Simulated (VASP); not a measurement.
# AlCu5 (Pmmm) in VASP: a series of runs, part 2 of 2

VASP 6.6.1.

## Step 3: Single point, PBE

Contents of INCAR:

```
SYSTEM = AlCu5
PREC = Accurate
ENCUT = 520
EDIFF = 1E-7
ISMEAR = 0
SIGMA = 0.1
LREAL = .FALSE.
LASPH = .TRUE.
NELM = 80
ALGO = Normal
ISIF = 2
LWAVE = .FALSE.
LCHARG = .FALSE.
GGA = PE
NBANDS = 38
```

Contents of KPOINTS:

```
Automatic mesh
0
G
  6 6 2
  0 0 0
```

Contents of POSCAR:

```
AlCu5
1.0
    2.7719584487      0.0000000000      0.0000000000
    0.0000000000      3.3235975884      0.0000000000
    0.0000000000      0.0000000000      8.0604741518
Al Cu
1 5
Direct
    0.5000000000      0.5000000000      0.5000000000
    0.5000000000      0.5000000000      0.8374354572
    0.0000000000      0.0000000000      0.6727003421
    0.0000000000      0.0000000000      0.3272996579
    0.5000000000      0.5000000000      0.1625645428
    0.0000000000      0.0000000000      0.0000000000
```

Potentials or basis: VASP PAW PBE potentials, release 64 (Al, Cu).

Launch:

```console
> cat potpaw_PBE.64/Al/POTCAR potpaw_PBE.64/Cu/POTCAR > POTCAR
> mpirun -np 1 vasp_std > vasp.out
```

OUTCAR:

```text
SYSTEM = AlCu5
   PREC = Accurate
   ENCUT = 520
   EDIFF = 1E-7
   ISMEAR = 0
   LREAL = .FALSE.
   LASPH = .TRUE.
   NELM = 80
   ISIF = 2
   GGA = PE

 ion  position               nearest neighbor table
   1  0.500  0.500  0.500-   3 2.57   4 2.57   3 2.57   4 2.57   3 2.57   4 2.57   3 2.57   4 2.57
                             2 2.72   5 2.72
   2  0.500  0.500  0.837-   6 2.53   6 2.53   6 2.53   6 2.53   3 2.54   3 2.54   3 2.54   3 2.54
                             5 2.62   1 2.72
   3  0.000  0.000  0.673-   2 2.54   2 2.54   2 2.54   2 2.54   1 2.57   1 2.57   1 2.57   1 2.57
                             6 2.64   4 2.78
   4  0.000  0.000  0.327-   5 2.54   5 2.54   5 2.54   5 2.54   1 2.57   1 2.57   1 2.57   1 2.57
                             6 2.64   3 2.78
   5  0.500  0.500  0.163-   6 2.53   6 2.53   6 2.53   6 2.53   4 2.54   4 2.54   4 2.54   4 2.54
                             2 2.62   1 2.72
   6  0.000  0.000  0.000-   2 2.53   5 2.53   2 2.53   5 2.53   2 2.53   5 2.53   2 2.53   5 2.53
                             4 2.64   3 2.64

  LATTYP: Found a simple orthorhombic cell.
 ALAT       =     2.7719584487
 B/A-ratio  =     1.1990070017
 C/A-ratio  =     2.9078625459

  Lattice vectors:

 A1 = (   2.7719584487,   0.0000000000,   0.0000000000)
 A2 = (   0.0000000000,   3.3235975884,   0.0000000000)
 A3 = (   0.0000000000,   0.0000000000,   8.0604741518)

Analysis of symmetry for initial positions (statically):
=====================================================================
 Subroutine PRICEL returns:
 Original cell was already a primitive cell.

 Routine SETGRP: Setting up the symmetry group for a
 simple orthorhombic supercell.

 Subroutine GETGRP returns: Found  8 space group operations
 (whereof  8 operations were pure point group operations)
 out of a pool of  8 trial point group operations.
[... 136 lines left out ...]
   EMIN   =  10.00;   EMAX   =-10.00  energy-range for DOS
   EFERMI =   0.00;   METHOD = LEGACY
   ISMEAR =     0;   SIGMA  =   0.10  broadening in eV -4-tet -1-fermi 0-gaus
   EFERMI_NEDOS =   21; number of points for ismear=-14 and -15
   IALGO  =     38    algorithm
   IMIX   =      4    mixing-type and parameters
     AMIX     =   0.40;   BMIX     =  1.00
     AMIX_MAG =   1.60;   BMIX_MAG =  1.00
  volume/ion in A,a.u.               =      12.38        83.52
  Fermi-wavevector in a.u.,A,eV,Ry     =   1.507644  2.849035 30.925928  2.272992
  Thomas-Fermi vector in A             =   2.618203
   LORBIT       =      0    0 simple, 1 ext, 2 COOP (PROOUT), +10 PAW based schemes
   GGA     = PE    functional components
   LHFCALC =     F    Hartree Fock is set to
   AEXX    =    0.0000 exact exchange contribution
   IVDW    =     0    specifies the selected vdW correction
   LEPSILON=     F    determine dielectric tensor
   LRPA    =     F    only Hartree local field effects (RPA)
 non-spin polarized calculation
 Gauss-broadening in eV      SIGMA  =   0.10
  energy-cutoff  :      520.00
  volume of cell :       74.26
 maximum number of plane-waves:      2016
 NGX is ok and might be reduce to    24
   NGX = 11   NGY = 13   NGZ = 29

 number of electron      57.9999992 magnetization

 Free energy of the ion-electron system (eV)
  ---------------------------------------------------
  ext. energy  EPLUGINS =         0.00000000
  ---------------------------------------------------
  free energy    TOTEN  =       -22.91782819 eV

  energy without entropy =      -22.90747657  energy(sigma->0) =      -22.91265238

 E-fermi :   7.9218     XC(G=0): -12.2734

 val. band max:        7.8897483516   @ k =   0.1667   0.3333   0.5000
 cond. band min:       7.9367689685   @ k =   0.5000   0.1667   0.0000
 fundamental gap:      0.0470206169
 Fermi energy:         7.9218253573

 k-point     1 :       0.0000    0.0000    0.0000
  band No.  band energies     occupation
      1      -2.3701      2.00000
      2       0.3428      2.00000
      3       0.4469      2.00000
      4       3.2613      2.00000
      5       3.4917      2.00000
      6       3.5153      2.00000
[... 973 lines left out ...]
     37      15.7696      0.00000
     38      18.1420      0.00000

 [... further k-points ...]
[... 5 lines left out ...]
  --------------------------------------------------------------------------------------
  -------------------------------------------------------------------------------------
  Total        0.3629847      0.0758611      0.2450065      0.0000000      0.0000000      0.0000000
  in kB        7.8314672      1.6367182      5.2860637      0.0000000      0.0000000      0.0000000
  external PRESSURE =       4.9180830 kB  Pullay stress =       0.0000000 kB

 VOLUME and BASIS-vectors are now :
 -----------------------------------------------------------------------------
  energy-cutoff  :      520.00
  volume of cell :       74.26
      direct lattice vectors                 reciprocal lattice vectors
     2.771958449  0.000000000  0.000000000     0.360755768  0.000000000  0.000000000
     0.000000000  3.323597588  0.000000000     0.000000000  0.300878784  0.000000000
     0.000000000  0.000000000  8.060474152     0.000000000  0.000000000  0.124062181

 POSITION                                       TOTAL-FORCE (eV/Angst)
 -----------------------------------------------------------------------------------
      1.38598      1.66180      4.03024         0.000000     -0.000000      0.000000
      1.38598      1.66180      6.75013         0.000000      0.000000     -0.003757
      0.00000      0.00000      5.42228         0.000000     -0.000000     -0.013399
      0.00000      0.00000      2.63819         0.000000     -0.000000      0.013399
      1.38598      1.66180      1.31035         0.000000     -0.000000      0.003757
      0.00000      0.00000      0.00000         0.000000     -0.000000      0.000000
 -----------------------------------------------------------------------------------
    total drift:                                0.000000     -0.000000      0.000000

  FREE ENERGIE OF THE ION-ELECTRON SYSTEM (eV)
  ---------------------------------------------------
  free  energy   TOTEN  =       -22.9178281923 eV

  energy  without entropy=      -22.9074765742  energy(sigma->0) =      -22.91265238
```

stdout:

```text
POSCAR found type information on POSCAR AlCu
 POSCAR found :  2 types and       6 ions
 scaLAPACK will be used
 LDA part: xc-table for (Slater+PW92), standard interpolation
 POSCAR, INCAR and KPOINTS ok, starting setup
 FFT: planning ... GRIDC
 FFT: planning ... GRID_SOFT
 FFT: planning ... GRID
 WAVECAR not read
 entering main loop
```

Run time: 81 s. Hardware: 1 thread of Intel Xeon Platinum 8488C (Sapphire Rapids), shared host; peak memory 0.22 GiB.

Results:

- Free energy: -22.9178 eV
- Pressure: 0.5 GPa
- Largest force: 0.013 eV/Å
- Band gap on the k mesh: zero (band 29 reaches 9.43 eV, above the bottom of band 30 at 6.31 eV)

Forces on the atoms (eV/Å):
```
Al   0.000  0.000  0.000
Cu   0.000  0.000 -0.004
Cu   0.000  0.000 -0.013
Cu   0.000  0.000  0.013
Cu   0.000  0.000  0.004
Cu   0.000  0.000  0.000
```

Caveat: the k points lie up to 0.39 Å⁻¹ apart.
